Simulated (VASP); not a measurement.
# ZnCd3Se2S2 (Pmn2_1) in VASP: single point with PBE

Aim: the single point of ZnCd3Se2S2 with PBE.

Program: VASP 6.6.1. These are calculated values, not measurements. Logs are shortened: lines on timing, memory, paths and dates and some standing lists are left out, and cuts for length are marked.

## 1. The cell of the first run

It takes space group Pmn2_1 (No. 31, orthorhombic). The conventional cell has a = 8.423 Å, b = 7.272 Å, c = 6.842 Å, α = 90.00°, β = 90.00°, γ = 90.00°. Within 3.1 Å of Zn (site symmetry m) lie 2 S at 2.36 Å and 2 Se at 2.49 Å. Within 3.4 Å of Cd (site symmetry 1) lie 2 S at 2.57 Å and 2 Se at 2.68 Å. Cd (site symmetry m) has 2 S at 2.57 to 2.58 Å and 2 Se at 2.67 Å within 3.4 Å. Within 3.3 Å of Se (site symmetry 1) lie 1 Zn at 2.49 Å and 3 Cd at 2.67 to 2.68 Å. Within 3.1 Å of S (site symmetry m) lie 1 Zn at 2.36 Å and 3 Cd at 2.57 Å. Within 3.1 Å of S (site symmetry m) lie 1 Zn at 2.36 Å and 3 Cd at 2.57 to 2.58 Å.

## 2. Single point, PBE

Input file INCAR:

```
SYSTEM = ZnCd3Se2S2
PREC = Accurate ; ENCUT = 520
EDIFF = 1E-7 ; ISMEAR = 0
SIGMA = 0.1 ; LREAL = Auto
LASPH = .True. ; NELM = 60
ALGO = Normal ; ISIF = 2
LWAVE = .False. ; LCHARG = .True.
GGA = PE ; LELF = .True.
LVHAR = .True. ; NBANDS = 86
```

Input file KPOINTS:

```
Automatic mesh
0
Gamma
  2 2 2
  0 0 0
```

Input file POSCAR:

```
ZnCd3Se2S2
1.0
    0.0000000000      0.0000000000     -6.8424685714
    0.0000000000     -7.2720848786      0.0000000000
   -8.4227449615      0.0000000000      0.0000000000
Zn Cd Se S
2 6 4 4
Direct
    0.4915656724      0.8417741162      0.5000000000
    0.9915656724      0.1582258838      1.0000000000
    0.5084150737      0.3223754806      0.7488302514
    0.5084150737      0.3223754806      0.2511697486
    0.4940979901      0.8469871446      0.0000000000
    0.9940979901      0.1530128554      0.5000000000
    0.0084150737      0.6776245194      0.7511697486
    0.0084150737      0.6776245194      0.2488302514
    0.6169877202      0.6759546172      0.2624677161
    0.6169877202      0.6759546172      0.7375322839
    0.1169877202      0.3240453828      0.7624677161
    0.1169877202      0.3240453828      0.2375322839
    0.6463771027      0.1692992357      1.0000000000
    0.6171536470      0.1441717713      0.5000000000
    0.1463771027      0.8307007643      0.5000000000
    0.1171536470      0.8558282287      1.0000000000
```

Potentials or basis: VASP PAW PBE potentials, release 64 (Zn, Cd, Se, S).

Command:

```console
> cat potpaw_PBE.64/Zn/POTCAR potpaw_PBE.64/Cd/POTCAR potpaw_PBE.64/Se/POTCAR potpaw_PBE.64/S/POTCAR > POTCAR
> mpirun -np 1 vasp_std > vasp.out
```

OUTCAR:

```text
SYSTEM = ZnCd3Se2S2
   PREC = Accurate
   ENCUT = 520
   EDIFF = 1E-7
   ISMEAR = 0
   LREAL = Auto
   LASPH = .True.
   NELM = 60
   ISIF = 2
   GGA = PE

 ion  position               nearest neighbor table
   1  0.492  0.842  0.500-  14 2.36  15 2.36   9 2.49  10 2.49
   2  0.992  0.158  0.000-  16 2.36  13 2.36  11 2.49  12 2.49
   3  0.508  0.322  0.749-  13 2.57  14 2.57  10 2.68  11 2.68
   4  0.508  0.322  0.251-  13 2.57  14 2.57   9 2.68  12 2.68
   5  0.494  0.847  0.000-  13 2.57  16 2.58   9 2.67  10 2.67
   6  0.994  0.153  0.500-  15 2.57  14 2.58  11 2.67  12 2.67
[... 8 lines left out ...]
  15  0.146  0.831  0.500-   1 2.36   6 2.57   7 2.57   8 2.57
  16  0.117  0.856  0.000-   2 2.36   7 2.57   8 2.57   5 2.58

  LATTYP: Found a simple orthorhombic cell.
 ALAT       =     6.8424685714
 B/A-ratio  =     1.0627867418
 C/A-ratio  =     1.2309512091

  Lattice vectors:

 A1 = (   0.0000000000,   0.0000000000,  -6.8424685714)
 A2 = (   0.0000000000,  -7.2720848786,   0.0000000000)
 A3 = (  -8.4227449615,   0.0000000000,   0.0000000000)

Analysis of symmetry for initial positions (statically):
=====================================================================
 Subroutine PRICEL returns:
 Original cell was already a primitive cell.

 Routine SETGRP: Setting up the symmetry group for a
 simple orthorhombic supercell.

 Subroutine GETGRP returns: Found  4 space group operations
 (whereof  2 operations were pure point group operations)
 out of a pool of  8 trial point group operations.

The static configuration has the point symmetry C_1h.
 The point group associated with its full space group is C_2v.

Analysis of symmetry for dynamics (positions and initial velocities):
=====================================================================
 Subroutine PRICEL returns:
 Original cell was already a primitive cell.

 Routine SETGRP: Setting up the symmetry group for a
 simple orthorhombic supercell.

 Subroutine GETGRP returns: Found  4 space group operations
 (whereof  2 operations were pure point group operations)
 out of a pool of  8 trial point group operations.

The dynamic configuration has the point symmetry C_1h.
 The point group associated with its full space group is C_2v.

 Subroutine INISYM returns: Found  4 space group operations
 (whereof  2 operations are pure point group operations),
 and found     1 'primitive' translations

----------------------------------------------------------------------------------------

                                     Primitive cell

  volume of cell :     419.1075

  direct lattice vectors                    reciprocal lattice vectors
     0.000000000  0.000000000 -6.842468571     0.000000000  0.000000000 -0.146146086
     0.000000000 -7.272084879  0.000000000     0.000000000 -0.137512146  0.000000000
    -8.422744961  0.000000000  0.000000000    -0.118726140  0.000000000  0.000000000

  length of vectors
     6.842468571  7.272084879  8.422744961     0.146146086  0.137512146  0.118726140

  position of ions in fractional coordinates (direct lattice)
     0.491565672  0.841774116  0.500000000
     0.991565672  0.158225884  0.000000000
     0.508415074  0.322375481  0.748830251
     0.508415074  0.322375481  0.251169749
     0.494097990  0.846987145  0.000000000
     0.994097990  0.153012855  0.500000000
[... 8 lines left out ...]
     0.146377103  0.830700764  0.500000000
     0.117153647  0.855828229  0.000000000

  ion indices of the primitive-cell ions
   primitive index   ion index
                 1           1
                 2           2
                 3           3
                 4           4
                 5           5
                 6           6
[... 8 lines left out ...]
                15          15
                16          16

----------------------------------------------------------------------------------------

 KPOINTS: Automatic mesh

Automatic generation of k-mesh.
 Grid dimensions read from file:
 generate k-points for:    2    2    2

 Generating k-lattice:

  Cartesian coordinates                     Fractional coordinates (reciprocal lattice)
     0.000000000  0.000000000 -0.073073043     0.500000000  0.000000000  0.000000000
     0.000000000 -0.068756073  0.000000000     0.000000000  0.500000000  0.000000000
    -0.059363070  0.000000000  0.000000000     0.000000000  0.000000000  0.500000000

  Length of vectors
     0.073073043  0.068756073  0.059363070

  Shift w.r.t. Gamma in fractional coordinates (k-lattice)
     0.000000000  0.000000000  0.000000000

 Subroutine IBZKPT returns following result:
 ===========================================

 Found      8 irreducible k-points:

 Following reciprocal coordinates:
            Coordinates               Weight
  0.000000  0.000000  0.000000      1.000000
  0.500000  0.000000  0.000000      1.000000
  0.000000  0.500000  0.000000      1.000000
  0.500000  0.500000  0.000000      1.000000
  0.000000  0.000000  0.500000      1.000000
  0.500000  0.000000  0.500000      1.000000
  0.000000  0.500000  0.500000      1.000000
  0.500000  0.500000  0.500000      1.000000
   k-points           NKPTS =      8   k-points in BZ     NKDIM =      8   number of bands    NBANDS=     86
   number of dos      NEDOS =    301   number of ions     NIONS =     16
   total plane-waves  NPLWV = 186624
   dimension x,y,z NGX =    54 NGY =   54 NGZ =   64
   dimension x,y,z NGXF=   108 NGYF=  108 NGZF=  128
   ions per type =               2   6   4   4
   NGX,Y,Z   is equivalent  to a cutoff of  13.12, 12.34, 12.63 a.u.
   NGXF,Y,Z  is equivalent  to a cutoff of  26.24, 24.69, 25.26 a.u.
 SYSTEM =  ZnCd3Se2S2
   PREC   = accura    normal or accurate (medium, high low for compatibility)
   ISTART =      0    job   : 0-new  1-cont  2-samecut
   ICHARG =      2    charge: 1-file 2-atom 10-const
   ISPIN  =      1    spin polarized calculation?
   LNONCOLLINEAR =      F non collinear calculations
   LSORBIT =      F    spin-orbit coupling
   LASPH  =      T    aspherical Exc in radial PAW
   ENCUT  =  520.0 eV  38.22 Ry    6.18 a.u.  12.72 13.52 15.66*2*pi/ulx,y,z
   NELM   =     60;   NELMIN=  2; NELMDL= -5     # of ELM steps
   EDIFF  = 0.1E-06   stopping-criterion for ELM
   LREAL  =      T    real-space projection
   EDIFFG = 0.1E-05   stopping-criterion for IOM
   NSW    =      0    number of steps for IOM
   IBRION =     -1    ionic relax: 0-MD 1-quasi-New 2-CG
   NFREE  =      0    steps in history (QN), initial steepest desc. (CG)
   ISIF   =      2    stress and relaxation
   ISYM   =      2    0-nonsym 1-usesym 2-fastsym
   POTIM  = 0.5000    time-step for ionic-motion
   TEBEG  =    0.0;   TEEND  =   0.0 temperature during run
   PSTRESS=    0.0 pullay stress
   NELECT =     144.0000    total number of electrons
   NUPDOWN=      -1.0000    fix difference up-down
   EMIN   =  10.00;   EMAX   =-10.00  energy-range for DOS
   EFERMI =   0.00;   METHOD = LEGACY
   ISMEAR =     0;   SIGMA  =   0.10  broadening in eV -4-tet -1-fermi 0-gaus
   EFERMI_NEDOS =   21; number of points for ismear=-14 and -15
   IALGO  =     38    algorithm
   IMIX   =      4    mixing-type and parameters
     AMIX     =   0.40;   BMIX     =  1.00
     AMIX_MAG =   1.60;   BMIX_MAG =  1.00
  volume/ion in A,a.u.               =      26.19       176.77
  Fermi-wavevector in a.u.,A,eV,Ry     =   1.146623  2.166803 17.888172  1.314744
  Thomas-Fermi vector in A             =   2.283306
   LORBIT       =      0    0 simple, 1 ext, 2 COOP (PROOUT), +10 PAW based schemes
   GGA     = PE    functional components
   LHFCALC =     F    Hartree Fock is set to
   AEXX    =    0.0000 exact exchange contribution
   IVDW    =     0    specifies the selected vdW correction
   LEPSILON=     F    determine dielectric tensor
   LRPA    =     F    only Hartree local field effects (RPA)
 non-spin polarized calculation
 Gauss-broadening in eV      SIGMA  =   0.10
  energy-cutoff  :      520.00
  volume of cell :      419.11
 maximum number of plane-waves:     11337
 NGX is ok and might be reduce to    54
   NGX = 25   NGY = 27   NGZ = 31

 number of electron     144.0000054 magnetization

 Free energy of the ion-electron system (eV)
  ---------------------------------------------------
  ext. energy  EPLUGINS =         0.00000000
  ---------------------------------------------------
  free energy    TOTEN  =       -47.62378032 eV

  energy without entropy =      -47.62378032  energy(sigma->0) =      -47.62378032

 E-fermi :   1.4259     XC(G=0):  -8.9228

 val. band max:        0.9730091906   @ k =   0.0000   0.0000   0.0000
 cond. band min:       1.9011262042   @ k =   0.0000   0.0000   0.0000
 fundamental gap:      0.9281170136
 Fermi energy:         1.4259280412

 k-point     1 :       0.0000    0.0000    0.0000
  band No.  band energies     occupation
      1     -11.4656      2.00000
      2     -11.1127      2.00000
      3     -10.9627      2.00000
      4     -10.9577      2.00000
      5     -10.9475      2.00000
      6     -10.8497      2.00000
[... 76 lines left out ...]
     83       6.0000      0.00000
     84       6.6061      0.00000

 k-point     2 :       0.5000    0.0000    0.0000
  band No.  band energies     occupation
      1     -11.2475      2.00000
      2     -11.2475      2.00000
      3     -10.9400      2.00000
      4     -10.9400      2.00000
      5     -10.8898      2.00000
      6     -10.8898      2.00000
[... 511 lines left out ...]
     83       6.3514      0.00000
     84       6.3514      0.00000

 k-point     8 :       0.5000    0.5000    0.5000
  band No.  band energies     occupation
      1     -11.1195      2.00000
      2     -11.1195      2.00000
      3     -10.9650      2.00000
      4     -10.9650      2.00000
      5     -10.9455      2.00000
      6     -10.9455      2.00000
[... 76 lines left out ...]
     83       6.1923      0.00000
     84       6.1924      0.00000
 [bands above 84 left out]

------------------------ aborting loop because EDIFF is reached ----------------------------------------

  FORCE on cell =-STRESS in cart. coord.  units (eV):
  Direction    XX          YY          ZZ          XY          YZ          ZX
  --------------------------------------------------------------------------------------
  -------------------------------------------------------------------------------------
  Total        1.0689054      0.5202863      0.3480679      0.0000000      0.0000000      0.0000000
  in kB        4.0862455      1.9889671      1.3306049      0.0000000      0.0000000      0.0000000
  external PRESSURE =       2.4686058 kB  Pullay stress =       0.0000000 kB

 VOLUME and BASIS-vectors are now :
 -----------------------------------------------------------------------------
  energy-cutoff  :      520.00
  volume of cell :      419.11
      direct lattice vectors                 reciprocal lattice vectors
     0.000000000  0.000000000 -6.842468571     0.000000000  0.000000000 -0.146146086
     0.000000000 -7.272084879  0.000000000     0.000000000 -0.137512146  0.000000000
    -8.422744961  0.000000000  0.000000000    -0.118726140  0.000000000  0.000000000

 POSITION                                       TOTAL-FORCE (eV/Angst)
 -----------------------------------------------------------------------------------
     -4.21137     -6.12145     -3.36352         0.000000     -0.007885      0.007269
      0.00000     -1.15063     -6.78476         0.000000      0.007885      0.007269
     -6.30721     -2.34434     -3.47881         0.000806     -0.012538      0.011677
     -2.11554     -2.34434     -3.47881        -0.000806     -0.012538      0.011677
      0.00000     -6.15936     -3.38085         0.000000     -0.005283      0.008203
     -4.21137     -1.11272     -6.80208         0.000000      0.005283      0.008203
[... 8 lines left out ...]
     -4.21137     -6.04093     -1.00158         0.000000     -0.002705     -0.033620
      0.00000     -6.22366     -0.80162         0.000000     -0.012216     -0.000646
 -----------------------------------------------------------------------------------
    total drift:                               -0.000017     -0.000000      0.011491

  FREE ENERGIE OF THE ION-ELECTRON SYSTEM (eV)
  ---------------------------------------------------
  free  energy   TOTEN  =       -47.6237803247 eV

  energy  without entropy=      -47.6237803247  energy(sigma->0) =      -47.62378032
```

It took 11 min on 1 thread of Intel Xeon 6975P-C, shared host; peak memory 0.55 GiB.

What came out:

| Property | Result |
| --- | --- |
| Free energy | -47.6238 eV |
| Pressure | 0.2 GPa |
| Largest force | 0.034 eV/Å |
| Band gap on the k mesh | 0.93 eV, direct |

Forces on the atoms (eV/Å):
```
Zn   0.000 -0.008  0.007
Zn   0.000  0.008  0.007
Cd   0.001 -0.013  0.012
Cd  -0.001 -0.013  0.012
Cd   0.000 -0.005  0.008
Cd   0.000  0.005  0.008
Cd  -0.001  0.013  0.012
Cd   0.001  0.013  0.012
Se   0.013  0.009 -0.002
Se  -0.013  0.009 -0.002
Se   0.013 -0.009 -0.002
Se  -0.013 -0.009 -0.002
S    0.000  0.003 -0.034
S    0.000  0.012 -0.001
S    0.000 -0.003 -0.034
S    0.000 -0.012 -0.001
```

Stress tensor (GPa, compression positive):
```
0.41 0.00 0.00
0.00 0.20 0.00
0.00 0.00 0.13
```

Caveat: the k points lie up to 0.46 Å⁻¹ apart. As with any semilocal functional, this PBE gap is likely too small.
